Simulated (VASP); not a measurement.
# TePt (P6_3/mmc) in VASP: notebook

Runs on TePt. Level: PBEsol. Tasks: single point.

All numbers are computed with VASP 6.6.1; they aren't measurements. Logs are shortened: lines on timing, memory, paths and dates and some standing lists are left out, and cuts for length are marked.

### 1 The cell of the first run

It takes space group P6_3/mmc (No. 194, hexagonal). Conventional cell: a = 4.223 Å, b = 4.223 Å, c = 5.431 Å, α = 90.00°, β = 90.00°, γ = 120.00°. Within 3.7 Å of Te (site symmetry -6m2) lie 6 Pt at 2.79 Å and 6 Te at 3.65 Å. Pt (site symmetry -3m) has 2 Pt at 2.72 Å and 6 Te at 2.79 Å within 3.6 Å.

### 2 Single point, PBEsol (strain along c alone, the other axes held: -2.0 %)

Input file INCAR:

```
PREC = Accurate
ENCUT = 520
EDIFF = 1E-6
ISMEAR = 0
SIGMA = 0.1
LREAL = F
LASPH = T
NELM = 100
ALGO = Normal
ISIF = 2
LWAVE = F
LCHARG = F
GGA = PS
NBANDS = 24
```

Input file KPOINTS:

```
regular mesh
0
Gamma
  12 12 10
```

Input file POSCAR:

```
TePt
1.0
    4.2231471745      0.0000000000      0.0000000000
   -2.1115735872      3.6573527370      0.0000000000
    0.0000000000      0.0000000000      5.4308162749
Te Pt
2 2
Direct
    0.3333333333      0.6666666667      0.2500000000
    0.6666666667      0.3333333333      0.7500000000
    0.0000000000      0.0000000000      0.0000000000
    0.0000000000      0.0000000000      0.5000000000
```

Potentials or basis: VASP PAW PBE potentials, release 64 (Te, Pt).

On the command line:

```sh
$ cat potpaw_PBE.64/Te/POTCAR potpaw_PBE.64/Pt/POTCAR > POTCAR
$ mpirun -np 1 vasp_std > vasp.out
```

OUTCAR:

```text
PREC = Accurate
   ENCUT = 520
   EDIFF = 1E-6
   ISMEAR = 0
   LREAL = F
   LASPH = T
   NELM = 100
   ISIF = 2
   GGA = PS

 ion  position               nearest neighbor table
   1  0.333  0.667  0.250-   3 2.79   4 2.79   3 2.79   4 2.79   3 2.79   4 2.79   2 3.65   2 3.65
                             2 3.65   2 3.65   2 3.65   2 3.65
   2  0.667  0.333  0.750-   3 2.79   4 2.79   3 2.79   4 2.79   3 2.79   4 2.79   1 3.65   1 3.65
                             1 3.65   1 3.65   1 3.65   1 3.65
   3  0.000  0.000  0.000-   4 2.72   4 2.72   1 2.79   2 2.79   1 2.79   2 2.79   2 2.79   1 2.79

   4  0.000  0.000  0.500-   3 2.72   3 2.72   1 2.79   2 2.79   1 2.79   2 2.79   2 2.79   1 2.79

  LATTYP: Found a hexagonal cell.
 ALAT       =     4.2231471745
 C/A-ratio  =     1.2859642467

  Lattice vectors:

 A1 = (   4.2231471745,   0.0000000000,   0.0000000000)
 A2 = (  -2.1115735872,   3.6573527370,   0.0000000000)
 A3 = (   0.0000000000,   0.0000000000,   5.4308162749)

Analysis of symmetry for initial positions (statically):
=====================================================================
 Subroutine PRICEL returns:
 Original cell was already a primitive cell.

 Routine SETGRP: Setting up the symmetry group for a
 hexagonal supercell.

 Subroutine GETGRP returns: Found 24 space group operations
 (whereof 12 operations were pure point group operations)
 out of a pool of 24 trial point group operations.

The static configuration has the point symmetry D_3d.
 The point group associated with its full space group is D_6h.

Analysis of symmetry for dynamics (positions and initial velocities):
=====================================================================
 Subroutine PRICEL returns:
 Original cell was already a primitive cell.

 Routine SETGRP: Setting up the symmetry group for a
 hexagonal supercell.

 Subroutine GETGRP returns: Found 24 space group operations
 (whereof 12 operations were pure point group operations)
 out of a pool of 24 trial point group operations.

The dynamic configuration has the point symmetry D_3d.
 The point group associated with its full space group is D_6h.

 Subroutine INISYM returns: Found 24 space group operations
 (whereof 12 operations are pure point group operations),
 and found     1 'primitive' translations

----------------------------------------------------------------------------------------

                                     Primitive cell

  volume of cell :      83.8819

  direct lattice vectors                    reciprocal lattice vectors
     4.223147175  0.000000000  0.000000000     0.236790232  0.136710904  0.000000000
    -2.111573587  3.657352737  0.000000000     0.000000000  0.273421809  0.000000000
     0.000000000  0.000000000  5.430816275     0.000000000  0.000000000  0.184134382

  length of vectors
     4.223147175  4.223147174  5.430816275     0.273421809  0.273421809  0.184134382

  position of ions in fractional coordinates (direct lattice)
     0.333333333  0.666666667  0.250000000
     0.666666667  0.333333333  0.750000000
     0.000000000  0.000000000  0.000000000
     0.000000000  0.000000000  0.500000000

  ion indices of the primitive-cell ions
   primitive index   ion index
                 1           1
                 2           2
                 3           3
                 4           4

----------------------------------------------------------------------------------------

 KPOINTS: regular mesh

Automatic generation of k-mesh.
 Grid dimensions read from file:
 generate k-points for:   12   12   10

 Generating k-lattice:

  Cartesian coordinates                     Fractional coordinates (reciprocal lattice)
     0.019732519  0.011392575  0.000000000     0.083333333  0.000000000  0.000000000
     0.000000000  0.022785151  0.000000000     0.000000000  0.083333333  0.000000000
     0.000000000  0.000000000  0.018413438     0.000000000  0.000000000  0.100000000

  Length of vectors
     0.022785151  0.022785151  0.018413438

  Shift w.r.t. Gamma in fractional coordinates (k-lattice)
     0.000000000  0.000000000  0.000000000

 Subroutine IBZKPT returns following result:
 ===========================================

 Found    114 irreducible k-points:

 Following reciprocal coordinates:
            Coordinates               Weight
  0.000000  0.000000  0.000000      1.000000
  0.083333  0.000000  0.000000      6.000000
  0.166667 -0.000000  0.000000      6.000000
  0.250000 -0.000000  0.000000      6.000000
  0.333333 -0.000000  0.000000      6.000000
  0.416667  0.000000  0.000000      6.000000
[... 16 lines left out ...]
  0.250000 -0.000000  0.100000     12.000000
  0.333333 -0.000000  0.100000     12.000000
 [... further k-points ...]
   k-points           NKPTS =    114   k-points in BZ     NKDIM =    114   number of bands    NBANDS=     24
   number of dos      NEDOS =    301   number of ions     NIONS =      4
   total plane-waves  NPLWV =  40960
   dimension x,y,z NGX =    32 NGY =   32 NGZ =   40
   dimension x,y,z NGXF=    64 NGYF=   64 NGZF=   80
   ions per type =               2   2
   NGX,Y,Z   is equivalent  to a cutoff of  12.60, 12.60, 12.24 a.u.
   NGXF,Y,Z  is equivalent  to a cutoff of  25.19, 25.19, 24.49 a.u.
 SYSTEM =  unknown system
   PREC   = accura    normal or accurate (medium, high low for compatibility)
   ISTART =      0    job   : 0-new  1-cont  2-samecut
   ICHARG =      2    charge: 1-file 2-atom 10-const
   ISPIN  =      1    spin polarized calculation?
   LNONCOLLINEAR =      F non collinear calculations
   LSORBIT =      F    spin-orbit coupling
   LASPH  =      T    aspherical Exc in radial PAW
   ENCUT  =  520.0 eV  38.22 Ry    6.18 a.u.   7.85  7.85 10.10*2*pi/ulx,y,z
   NELM   =    100;   NELMIN=  2; NELMDL= -5     # of ELM steps
   EDIFF  = 0.1E-05   stopping-criterion for ELM
   LREAL  =      F    real-space projection
   EDIFFG = 0.1E-04   stopping-criterion for IOM
   NSW    =      0    number of steps for IOM
   IBRION =     -1    ionic relax: 0-MD 1-quasi-New 2-CG
   NFREE  =      0    steps in history (QN), initial steepest desc. (CG)
   ISIF   =      2    stress and relaxation
   ISYM   =      2    0-nonsym 1-usesym 2-fastsym
   POTIM  = 0.5000    time-step for ionic-motion
   TEBEG  =    0.0;   TEEND  =   0.0 temperature during run
   PSTRESS=    0.0 pullay stress
   NELECT =      32.0000    total number of electrons
   NUPDOWN=      -1.0000    fix difference up-down
   EMIN   =  10.00;   EMAX   =-10.00  energy-range for DOS
   EFERMI =   0.00;   METHOD = LEGACY
   ISMEAR =     0;   SIGMA  =   0.10  broadening in eV -4-tet -1-fermi 0-gaus
   EFERMI_NEDOS =   21; number of points for ismear=-14 and -15
   IALGO  =     38    algorithm
   IMIX   =      4    mixing-type and parameters
     AMIX     =   0.40;   BMIX     =  1.00
     AMIX_MAG =   1.60;   BMIX_MAG =  1.00
  volume/ion in A,a.u.               =      20.97       141.52
  Fermi-wavevector in a.u.,A,eV,Ry     =   1.187323  2.243715 19.180611  1.409735
  Thomas-Fermi vector in A             =   2.323476
   LORBIT       =      0    0 simple, 1 ext, 2 COOP (PROOUT), +10 PAW based schemes
   GGA     = PS    functional components
   LHFCALC =     F    Hartree Fock is set to
   AEXX    =    0.0000 exact exchange contribution
   IVDW    =     0    specifies the selected vdW correction
   LEPSILON=     F    determine dielectric tensor
   LRPA    =     F    only Hartree local field effects (RPA)
 non-spin polarized calculation
 Gauss-broadening in eV      SIGMA  =   0.10
  energy-cutoff  :      520.00
  volume of cell :       83.88
 maximum number of plane-waves:      2288
 NGX is ok and might be reduce to    32
   NGX = 15   NGY = 15   NGZ = 21

 number of electron      31.9999998 magnetization

 Free energy of the ion-electron system (eV)
  ---------------------------------------------------
  ext. energy  EPLUGINS =         0.00000000
  ---------------------------------------------------
  free energy    TOTEN  =       -21.82373182 eV

  energy without entropy =      -21.81281749  energy(sigma->0) =      -21.81827466

 E-fermi :   9.8426     XC(G=0): -11.4739

 val. band max:        9.8306882656   @ k =   0.2500   0.1667   0.3000
 cond. band min:       9.8761859056   @ k =   0.4167   0.0833   0.3000
 fundamental gap:      0.0454976400
 Fermi energy:         9.8425810283

 k-point     1 :       0.0000    0.0000    0.0000
  band No.  band energies     occupation
      1      -4.4346      2.00000
      2      -1.4807      2.00000
      3       2.4752      2.00000
      4       3.4605      2.00000
      5       3.4605      2.00000
      6       3.9711      2.00000
[... 16 lines left out ...]
     23      17.2491      0.00000
     24      17.2491      0.00000

 k-point     2 :       0.0833    0.0000    0.0000
  band No.  band energies     occupation
      1      -4.3645      2.00000
      2      -1.5309      2.00000
      3       2.5689      2.00000
      4       3.4868      2.00000
      5       3.5678      2.00000
      6       3.9329      2.00000
[... 16 lines left out ...]
     23      16.2378      0.00000
     24      16.8585      0.00000

 k-point     3 :       0.1667   -0.0000    0.0000
  band No.  band energies     occupation
      1      -4.1592      2.00000
      2      -1.6650      2.00000
      3       2.8448      2.00000
      4       3.5559      2.00000
      5       3.7632      2.00000
      6       3.8718      2.00000
[... 16 lines left out ...]
     23      15.5035      0.00000
     24      16.1099      0.00000
[... 514 lines left out ...]
 k-point    23 :       0.2500   -0.0000    0.1000
  band No.  band energies     occupation
      1      -3.7965      2.00000
      2      -1.9111      2.00000
      3       3.1657      2.00000
      4       3.4077      2.00000
      5       3.6776      2.00000
      6       4.4767      2.00000
[... 16 lines left out ...]
     23      16.1031      0.00000
     24      16.5921      0.00000

 k-point    24 :       0.3333   -0.0000    0.1000
  band No.  band energies     occupation
      1      -3.3950      2.00000
      2      -2.0891      2.00000
      3       2.6673      2.00000
      4       3.6486      2.00000
      5       3.7342      2.00000
      6       4.4493      2.00000
[... 16 lines left out ...]
     23      16.1829      0.00000
     24      17.6324      0.00000

 [... further k-points ...]

------------------------ aborting loop because EDIFF is reached ----------------------------------------

  FORCE on cell =-STRESS in cart. coord.  units (eV):
  Direction    XX          YY          ZZ          XY          YZ          ZX
  --------------------------------------------------------------------------------------
  -------------------------------------------------------------------------------------
  Total        1.0923939      1.0923939      2.5378400      0.0000000      0.0000000      0.0000000
  in kB       20.8651569     20.8651569     48.4737523      0.0000000      0.0000000      0.0000000
  external PRESSURE =      30.0680220 kB  Pullay stress =       0.0000000 kB

 VOLUME and BASIS-vectors are now :
 -----------------------------------------------------------------------------
  energy-cutoff  :      520.00
  volume of cell :       83.88
      direct lattice vectors                 reciprocal lattice vectors
     4.223147175  0.000000000  0.000000000     0.236790232  0.136710904  0.000000000
    -2.111573587  3.657352737  0.000000000     0.000000000  0.273421809  0.000000000
     0.000000000  0.000000000  5.430816275     0.000000000  0.000000000  0.184134382

 POSITION                                       TOTAL-FORCE (eV/Angst)
 -----------------------------------------------------------------------------------
     -0.00000      2.43824      1.35770        -0.000000      0.000000      0.000000
      2.11157      1.21912      4.07311         0.000000     -0.000000      0.000000
      0.00000      0.00000      0.00000        -0.000000      0.000000      0.000000
      0.00000      0.00000      2.71541         0.000000      0.000000      0.000000
 -----------------------------------------------------------------------------------
    total drift:                               -0.000000      0.000000     -0.000000

  FREE ENERGIE OF THE ION-ELECTRON SYSTEM (eV)
  ---------------------------------------------------
  free  energy   TOTEN  =       -21.8237318215 eV

  energy  without entropy=      -21.8128174899  energy(sigma->0) =      -21.81827466
```

Run time: 2.2 min. Hardware: 1 thread of Intel Xeon Platinum 8488C (Sapphire Rapids), shared host; peak memory 0.33 GiB.

What came out:

```yaml
Free_energy: -21.8237 eV
Pressure: 3.0 GPa
Band_gap_on_the_k_mesh: zero (band 16 reaches 10.83 eV, above the bottom of band 17 at 9.37 eV)
```

Levels at points of the mesh, in eV from the Fermi level:
```csv
k point,band 14,band 15,band 16,band 17,band 18,band 19
"(0.00, 0.00, 0.00)",-1.75,0.28,0.81,1.49,1.64,2.18
"(0.50, 0.00, 0.00)",-2.02,-1.85,-1.68,1.51,2.58,3.46
"(0.00, 0.00, 0.50)",-2.65,0.99,0.99,0.99,0.99,4.00
"(0.50, 0.00, 0.50)",-3.07,-0.51,-0.51,0.40,0.40,2.71
```

Caveat: the cell differs from its parent crystal (strain along c alone, the other axes held: -2.0 %); the PAW data sets were made with another functional, which shifts forces and pressure a little; spin-orbit coupling is left out, which moves the levels of the heavy elements.

### 3 Single point, PBEsol (strain along c alone, the other axes held: -1.0 %)

Input file INCAR:

```
  ALGO = Normal
  EDIFF = 1E-7
  ENCUT = 520
  GGA = PS
  ISIF = 2
  ISMEAR = 0
  LASPH = T
  LCHARG = T
  LELF = T
  LREAL = F
  LVHAR = T
  LWAVE = F
  NBANDS = 24
  NELM = 100
  PREC = Accurate
  SIGMA = 0.1
```

Input file KPOINTS:

```
k-points
0
Gamma
  12 12 10
```

Edit POSCAR of step 2 so:

```diff
@@ -4,3 +4,3 @@
    -2.1115735872      3.6573527370      0.0000000000
-    0.0000000000      0.0000000000      5.4308162749
+    0.0000000000      0.0000000000      5.4862327676
 Te Pt
```

Potentials or basis: VASP PAW PBE potentials, release 64 (Te, Pt).

On the command line:

```sh
$ cat potpaw_PBE.64/Te/POTCAR potpaw_PBE.64/Pt/POTCAR > POTCAR
$ mpirun -np 1 vasp_std > vasp.out
```

Run time: 2.4 min. Hardware: 1 thread of Intel Xeon Platinum 8488C (Sapphire Rapids), shared host; peak memory 0.35 GiB.

It converged, with:

```
Free energy            : -21.8427 eV
Pressure               : 1.4 GPa
Band gap on the k mesh : zero (band 16 reaches 10.66 eV, above the bottom of band 17 at 9.22 eV)
```

Stress tensor (GPa, compression positive):
```
1.01 0.00 0.00
0.00 1.01 0.00
0.00 0.00 2.18
```

Levels at points of the mesh, in eV from the Fermi level:
```
           k point  band 13  band 14  band 15  band 16  band 17  band 18  band 19  band 20
(0.00, 0.00, 0.00)    -1.70    -1.70     0.26     0.71     1.56     1.61     2.19     2.19
(0.50, 0.00, 0.00)    -2.62    -2.05    -1.88    -1.64     1.45     2.56     3.44     3.58
(0.00, 0.00, 0.50)    -2.62    -2.62     0.98     0.98     0.98     0.98     3.98     3.98
(0.50, 0.00, 0.50)    -3.01    -3.01    -0.48    -0.48     0.41     0.41     2.64     2.64
```

Caveat: the cell differs from its parent crystal (strain along c alone, the other axes held: -1.0 %); the PAW data sets were made with another functional, which shifts forces and pressure a little; spin-orbit coupling is left out, which moves the levels of the heavy elements.

[end of part 1 of 2]
